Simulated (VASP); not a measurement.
# SiO2 (Cristobalite high) (P2_13) in VASP: electric field gradients with PBEsol

Aim: the electric field gradients of SiO2 (Cristobalite high) with PBEsol.

Everything below comes from runs of VASP 6.6.1. Logs are shortened: lines on timing, memory, paths and dates and some standing lists are left out, and cuts for length are marked.

## (1) The cell of the first run

The structure is cubic, space group P2_13 (No. 198). The conventional cell has a = 7.160 Å, b = 7.160 Å, c = 7.160 Å, α = 90.00°, β = 90.00°, γ = 90.00°. Within 2.1 Å of Si (site symmetry 3) lie 4 O at 1.61 to 1.62 Å. Within 2.1 Å of Si (site symmetry 3) lie 4 O at 1.61 to 1.62 Å. Within 2.1 Å of O (site symmetry 3) lie 2 Si at 1.61 Å. Within 2.2 Å of O (site symmetry 1) lie 2 Si at 1.62 Å.

## (2) Electric field gradients, PBEsol

Contents of INCAR:

```
  PREC = Accurate
  ENCUT = 520
  EDIFF = 1E-8
  ISMEAR = -1
  SIGMA = 0.02
  LREAL = False
  LASPH = True
  NELM = 120
  ALGO = Normal
  ISIF = 2
  LWAVE = False
  LCHARG = False
  GGA = PS
  LEFG = True
  NBANDS = 82
  GGA_COMPAT = False
```

Contents of KPOINTS:

```
Automatic mesh
0
Gamma
  4 4 4
```

Contents of POSCAR:

```
SiO2
1.0
    7.1600000000      0.0000000000      0.0000000000
    0.0000000000      7.1600000000      0.0000000000
    0.0000000000      0.0000000000      7.1600000000
Si O
8 16
Direct
    0.2807081729      0.2807081729      0.2807081729
    0.2192918271      0.7192918271      0.7807081729
    0.7807081729      0.2192918271      0.7192918271
    0.7192918271      0.7807081729      0.2192918271
    1.0205836500      1.0205836500      1.0205836500
    0.4794163500     -0.0205836500      0.5205836500
    0.5205836500      0.4794163500     -0.0205836500
   -0.0205836500      0.5205836500      0.4794163500
    0.1505388219      0.1505388219      0.1505388219
    0.3494611781      0.8494611781      0.6505388219
    0.6505388219      0.3494611781      0.8494611781
    0.8494611781      0.6505388219      0.3494611781
    0.6398190424      0.6615812792      0.0434330207
    0.8601809576      0.3384187208      0.5434330207
    0.1398190424      0.8384187208      0.9565669793
    0.3601809576      0.1615812792      0.4565669793
    0.0434330207      0.6398190424      0.6615812792
    0.5434330207      0.8601809576      0.3384187208
    0.9565669793      0.1398190424      0.8384187208
    0.4565669793      0.3601809576      0.1615812792
    0.6615812792      0.0434330207      0.6398190424
    0.3384187208      0.5434330207      0.8601809576
    0.8384187208      0.9565669793      0.1398190424
    0.1615812792      0.4565669793      0.3601809576
```

Potentials or basis: VASP PAW PBE potentials, release 64 (Si, O).

On the command line:

```console
> cat potpaw_PBE.64/Si/POTCAR potpaw_PBE.64/O/POTCAR > POTCAR
> mpirun -np 1 vasp_std > vasp.out
```

OUTCAR:

```text
PREC = Accurate
   ENCUT = 520
   EDIFF = 1E-8
   ISMEAR = -1
   LREAL = False
   LASPH = True
   NELM = 120
   ISIF = 2
   GGA = PS

 ion  position               nearest neighbor table
   1  0.281  0.281  0.281-   9 1.61  16 1.62  20 1.62  24 1.62   8 3.10   7 3.10   6 3.10
   2  0.219  0.719  0.781-  10 1.61  15 1.62  17 1.62  22 1.62   7 3.10   5 3.10   8 3.10
   3  0.781  0.219  0.719-  11 1.61  14 1.62  19 1.62  21 1.62   6 3.10   5 3.10   8 3.10
   4  0.719  0.781  0.219-  12 1.61  13 1.62  18 1.62  23 1.62   5 3.10   6 3.10   7 3.10
   5  0.021  0.021  0.021-   9 1.61  15 1.62  19 1.62  23 1.62   4 3.10   3 3.10   2 3.10
   6  0.479  0.979  0.521-  10 1.61  16 1.62  18 1.62  21 1.62   3 3.10   1 3.10   4 3.10
   7  0.521  0.479  0.979-  11 1.61  13 1.62  20 1.62  22 1.62   2 3.10   1 3.10   4 3.10
   8  0.979  0.521  0.479-  12 1.61  14 1.62  17 1.62  24 1.62   1 3.10   2 3.10   3 3.10
   9  0.151  0.151  0.151-   5 1.61   1 1.61
  10  0.349  0.849  0.651-   6 1.61   2 1.61
  11  0.651  0.349  0.849-   7 1.61   3 1.61
  12  0.849  0.651  0.349-   8 1.61   4 1.61
  13  0.640  0.662  0.043-   4 1.62   7 1.62
  14  0.860  0.338  0.543-   3 1.62   8 1.62
[... 8 lines left out ...]
  23  0.838  0.957  0.140-   4 1.62   5 1.62
  24  0.162  0.457  0.360-   1 1.62   8 1.62

  LATTYP: Found a simple cubic cell.
 ALAT       =     7.1600000000

  Lattice vectors:

 A1 = (   7.1600000000,   0.0000000000,   0.0000000000)
 A2 = (   0.0000000000,   7.1600000000,   0.0000000000)
 A3 = (   0.0000000000,   0.0000000000,   7.1600000000)

Analysis of symmetry for initial positions (statically):
=====================================================================
 Subroutine PRICEL returns:
 Original cell was already a primitive cell.

 Routine SETGRP: Setting up the symmetry group for a
 simple cubic supercell.

 Subroutine GETGRP returns: Found 12 space group operations
 (whereof  3 operations were pure point group operations)
 out of a pool of 48 trial point group operations.

The static configuration has the point symmetry C_3 .
 The point group associated with its full space group is T   .

Analysis of symmetry for dynamics (positions and initial velocities):
=====================================================================
 Subroutine PRICEL returns:
 Original cell was already a primitive cell.

 Routine SETGRP: Setting up the symmetry group for a
 simple cubic supercell.

 Subroutine GETGRP returns: Found 12 space group operations
 (whereof  3 operations were pure point group operations)
 out of a pool of 48 trial point group operations.

The dynamic configuration has the point symmetry C_3 .
 The point group associated with its full space group is T   .

 Subroutine INISYM returns: Found 12 space group operations
 (whereof  3 operations are pure point group operations),
 and found     1 'primitive' translations

----------------------------------------------------------------------------------------

                                     Primitive cell

  volume of cell :     367.0617

  direct lattice vectors                    reciprocal lattice vectors
     7.160000000  0.000000000  0.000000000     0.139664804  0.000000000  0.000000000
     0.000000000  7.160000000  0.000000000     0.000000000  0.139664804  0.000000000
     0.000000000  0.000000000  7.160000000     0.000000000  0.000000000  0.139664804

  length of vectors
     7.160000000  7.160000000  7.160000000     0.139664804  0.139664804  0.139664804

  position of ions in fractional coordinates (direct lattice)
     0.280708173  0.280708173  0.280708173
     0.219291827  0.719291827  0.780708173
     0.780708173  0.219291827  0.719291827
     0.719291827  0.780708173  0.219291827
     0.020583650  0.020583650  0.020583650
     0.479416350  0.979416350  0.520583650
[... 16 lines left out ...]
     0.838418721  0.956566979  0.139819042
     0.161581279  0.456566979  0.360180958

  ion indices of the primitive-cell ions
   primitive index   ion index
                 1           1
                 2           2
                 3           3
                 4           4
                 5           5
                 6           6
[... 16 lines left out ...]
                23          23
                24          24

----------------------------------------------------------------------------------------

 KPOINTS: Automatic mesh

Automatic generation of k-mesh.
 Grid dimensions read from file:
 generate k-points for:    4    4    4

 Generating k-lattice:

[... 37 lines left out ...]
 SYSTEM =  unknown system
   PREC   = accura    normal or accurate (medium, high low for compatibility)
   ISTART =      0    job   : 0-new  1-cont  2-samecut
   ICHARG =      2    charge: 1-file 2-atom 10-const
   ISPIN  =      1    spin polarized calculation?
   LNONCOLLINEAR =      F non collinear calculations
   LSORBIT =      F    spin-orbit coupling
   LASPH  =      T    aspherical Exc in radial PAW
   ENCUT  =  520.0 eV  38.22 Ry    6.18 a.u.  13.31 13.31 13.31*2*pi/ulx,y,z
   NELM   =    120;   NELMIN=  2; NELMDL= -5     # of ELM steps
   EDIFF  = 0.1E-07   stopping-criterion for ELM
   LREAL  =      F    real-space projection
   EDIFFG = 0.1E-06   stopping-criterion for IOM
   NSW    =      0    number of steps for IOM
   IBRION =     -1    ionic relax: 0-MD 1-quasi-New 2-CG
   NFREE  =      0    steps in history (QN), initial steepest desc. (CG)
   ISIF   =      2    stress and relaxation
   ISYM   =      2    0-nonsym 1-usesym 2-fastsym
   POTIM  = 0.5000    time-step for ionic-motion
   TEBEG  =    0.0;   TEEND  =   0.0 temperature during run
   PSTRESS=    0.0 pullay stress
   NELECT =     128.0000    total number of electrons
   NUPDOWN=      -1.0000    fix difference up-down
   EMIN   =  10.00;   EMAX   =-10.00  energy-range for DOS
   EFERMI =   0.00;   METHOD = LEGACY
   ISMEAR =    -1;   SIGMA  =   0.02  broadening in eV -4-tet -1-fermi 0-gaus
   EFERMI_NEDOS =   21; number of points for ismear=-14 and -15
   IALGO  =     38    algorithm
   IMIX   =      4    mixing-type and parameters
     AMIX     =   0.40;   BMIX     =  1.00
     AMIX_MAG =   1.60;   BMIX_MAG =  1.00
  volume/ion in A,a.u.               =      15.29       103.21
  Fermi-wavevector in a.u.,A,eV,Ry     =   1.152299  2.177529 18.065716  1.327793
  Thomas-Fermi vector in A             =   2.288951
   LORBIT       =      0    0 simple, 1 ext, 2 COOP (PROOUT), +10 PAW based schemes
   GGA     = PS    functional components
   LHFCALC =     F    Hartree Fock is set to
   AEXX    =    0.0000 exact exchange contribution
   IVDW    =     0    specifies the selected vdW correction
   LEPSILON=     F    determine dielectric tensor
   LRPA    =     F    only Hartree local field effects (RPA)
 non-spin polarized calculation
  energy-cutoff  :      520.00
  volume of cell :      367.06
 maximum number of plane-waves:      9952
 NGX is ok and might be reduce to    54
   NGX = 27   NGY = 27   NGZ = 27

 number of electron     128.0000007 magnetization

 Free energy of the ion-electron system (eV)
  ---------------------------------------------------
  ext. energy  EPLUGINS =         0.00000000
  ---------------------------------------------------
  free energy    TOTEN  =      -197.32603646 eV

  energy without entropy =     -197.32603646  energy(sigma->0) =     -197.32603646

 E-fermi :  -0.0371     XC(G=0):  -8.2008

 val. band max:       -0.5043841238   @ k =   0.5000   0.5000   0.5000
 cond. band min:       5.1531559118   @ k =   0.0000   0.0000   0.0000
 fundamental gap:      5.6575400356
 Fermi energy:        -0.0370522885

 k-point     1 :       0.0000    0.0000    0.0000
  band No.  band energies     occupation
      1     -19.6470      2.00000
      2     -18.7613      2.00000
      3     -18.7613      2.00000
      4     -18.7613      2.00000
      5     -18.7463      2.00000
      6     -18.7463      2.00000
[... 858 lines left out ...]
     75       8.6950      0.00000
     76       8.6950      0.00000
 [bands above 76 left out]

------------------------ aborting loop because EDIFF is reached ----------------------------------------

  FORCE on cell =-STRESS in cart. coord.  units (eV):
  Direction    XX          YY          ZZ          XY          YZ          ZX
  --------------------------------------------------------------------------------------
  -------------------------------------------------------------------------------------
  Total       -2.0413845     -2.0413845     -2.0413845     -0.0000000      0.0000000      0.0000000
  in kB       -8.9103822     -8.9103822     -8.9103822     -0.0000000      0.0000000      0.0000000
  external PRESSURE =      -8.9103822 kB  Pullay stress =       0.0000000 kB

 VOLUME and BASIS-vectors are now :
 -----------------------------------------------------------------------------
  energy-cutoff  :      520.00
  volume of cell :      367.06
      direct lattice vectors                 reciprocal lattice vectors
     7.160000000  0.000000000  0.000000000     0.139664804  0.000000000  0.000000000
     0.000000000  7.160000000  0.000000000     0.000000000  0.139664804  0.000000000
     0.000000000  0.000000000  7.160000000     0.000000000  0.000000000  0.139664804

 POSITION                                       TOTAL-FORCE (eV/Angst)
 -----------------------------------------------------------------------------------
      2.00987      2.00987      2.00987         0.009910      0.009910      0.009910
      1.57013      5.15013      5.58987        -0.009910     -0.009910      0.009910
      5.58987      1.57013      5.15013         0.009910     -0.009910     -0.009910
      5.15013      5.58987      1.57013        -0.009910      0.009910     -0.009910
      0.14738      0.14738      0.14738        -0.004058     -0.004058     -0.004058
      3.43262      7.01262      3.72738         0.004058      0.004058     -0.004058
[... 16 lines left out ...]
      6.00308      6.84902      1.00110         0.034167     -0.066631     -0.029540
      1.15692      3.26902      2.57890        -0.034167     -0.066631      0.029540
 -----------------------------------------------------------------------------------
    total drift:                                0.000000      0.000001     -0.000000

  FREE ENERGIE OF THE ION-ELECTRON SYSTEM (eV)
  ---------------------------------------------------
  free  energy   TOTEN  =      -197.3260364648 eV

  energy  without entropy=     -197.3260364648  energy(sigma->0) =     -197.32603646

 Electric field gradients (V/A^2)
---------------------------------------------------------------------
 ion       V_xx      V_yy      V_zz      V_xy      V_xz      V_yz
---------------------------------------------------------------------
   1       0.000    -0.000     0.000     1.954     1.954     1.954
   2      -0.000     0.000     0.000     1.954    -1.954    -1.954
   3       0.000    -0.000     0.000    -1.954    -1.954     1.954
   4       0.000     0.000     0.000    -1.954     1.954    -1.954
   5      -0.000     0.000    -0.000    -0.847    -0.847    -0.847
   6       0.000    -0.000    -0.000    -0.847     0.847     0.847
[... 16 lines left out ...]
  23      19.461     2.348   -21.809    48.861   -48.142   -33.119
  24      19.461     2.348   -21.809   -48.861   -48.142    33.119
---------------------------------------------------------------------

 Electric field gradients after diagonalization (V/A^2)
 (convention: |V_zz| > |V_xx| > |V_yy|)
----------------------------------------------------------------------
 ion       V_xx      V_yy      V_zz     asymmetry (V_yy - V_xx)/ V_zz
----------------------------------------------------------------------
   1      -1.954    -1.954     3.909       0.000
   2      -1.954    -1.954     3.909       0.000
   3      -1.954    -1.954     3.909       0.000
   4      -1.954    -1.954     3.909       0.000
   5       0.847     0.847    -1.694       0.000
   6       0.847     0.847    -1.694       0.000
[... 16 lines left out ...]
  23     -53.577   -37.079    90.655       0.182
  24     -53.577   -37.079    90.655       0.182
----------------------------------------------------------------------

           NMR quadrupolar parameters

 Cq : quadrupolar parameter    Cq=e*Q*V_zz/h
 eta: asymmetry parameters     (V_yy - V_xx)/ V_zz
 Q  : nuclear electric quadrupole moment in mb (millibarn)
----------------------------------------------------------------------
 ion       Cq(MHz)       eta       Q (mb)
----------------------------------------------------------------------
   1       0.009       0.000       1.000
   2       0.009       0.000       1.000
   3       0.009       0.000       1.000
   4       0.009       0.000       1.000
   5      -0.004       0.000       1.000
   6      -0.004       0.000       1.000
[... 16 lines left out ...]
  23       0.219       0.182       1.000
  24       0.219       0.182       1.000
----------------------------------------------------------------------
```

Wall time 15 min (1 thread of Intel Xeon 8259CL, shared host); peak memory 0.53 GiB.

Results:

| Item | Value |
| --- | --- |
| Free energy | -197.3260 eV |
| Pressure | -0.9 GPa |
| Largest force | 0.080 eV/Å |
| Band gap on the k mesh | 5.66 eV, indirect (the least direct gap lies 3.5 meV higher) |

Forces in eV/Å, atoms in the order of the input:
```
Si   0.010  0.010  0.010
Si  -0.010 -0.010  0.010
Si   0.010 -0.010 -0.010
Si  -0.010  0.010 -0.010
Si  -0.004 -0.004 -0.004
Si   0.004  0.004 -0.004
Si  -0.004  0.004  0.004
Si   0.004 -0.004  0.004
O    0.004  0.004  0.004
O   -0.004 -0.004  0.004
O    0.004 -0.004 -0.004
O   -0.004  0.004 -0.004
O   -0.030 -0.034  0.067
O    0.030  0.034  0.067
O   -0.030  0.034 -0.067
O    0.030 -0.034 -0.067
O    0.067 -0.030 -0.034
O    0.067  0.030  0.034
O   -0.067 -0.030  0.034
O   -0.067  0.030 -0.034
O   -0.034  0.067 -0.030
O    0.034  0.067  0.030
O    0.034 -0.067 -0.030
O   -0.034 -0.067  0.030
```

Levels at points of the mesh, in eV from the valence-band top:
```csv
k point,band 61,band 62,band 63,band 64,band 65,band 66,band 67,band 68
"(0.00, 0.00, 0.00)",-0.39,0.00,0.00,0.00,5.66,8.70,8.70,8.70
"(0.50, 0.00, 0.00)",-0.24,-0.24,-0.23,-0.23,6.81,6.81,8.83,8.83
"(0.50, 0.50, 0.00)",-0.22,-0.22,-0.12,-0.12,7.64,7.64,7.64,7.64
"(0.50, 0.50, 0.50)",0.00,0.00,0.00,0.00,7.83,7.83,7.83,7.83
```

Electric field gradients, principal values (V/Å²):
| atom | least | middle | greatest (by size) |
| --- | --- | --- | --- |
| 1 Si | -1.954 | -1.954 | 3.909 |
| 2 Si | -1.954 | -1.954 | 3.909 |
| 3 Si | -1.954 | -1.954 | 3.909 |
| 4 Si | -1.954 | -1.954 | 3.909 |
| 5 Si | 0.847 | 0.847 | -1.694 |
| 6 Si | 0.847 | 0.847 | -1.694 |
| 7 Si | 0.847 | 0.847 | -1.694 |
| 8 Si | 0.847 | 0.847 | -1.694 |
| 9 O | -49.382 | -49.382 | 98.763 |
| 10 O | -49.382 | -49.382 | 98.763 |
| 11 O | -49.382 | -49.382 | 98.763 |
| 12 O | -49.382 | -49.382 | 98.763 |
| 13 O | -37.079 | -53.577 | 90.655 |
| 14 O | -37.079 | -53.577 | 90.655 |
| 15 O | -37.079 | -53.577 | 90.655 |
| 16 O | -37.079 | -53.577 | 90.655 |
| 17 O | -37.079 | -53.577 | 90.655 |
| 18 O | -37.079 | -53.577 | 90.655 |
| 19 O | -37.079 | -53.577 | 90.655 |
| 20 O | -37.079 | -53.577 | 90.655 |
| 21 O | -37.079 | -53.577 | 90.655 |
| 22 O | -37.079 | -53.577 | 90.655 |
| 23 O | -37.079 | -53.577 | 90.655 |
| 24 O | -37.079 | -53.577 | 90.655 |

Caveat: without QUAD_EFG the Cq values of the log hold for a quadrupole moment of 1 mb, not for the nuclei; the PAW data sets were made with another functional, which shifts forces and pressure a little. A k mesh can miss the band edges.
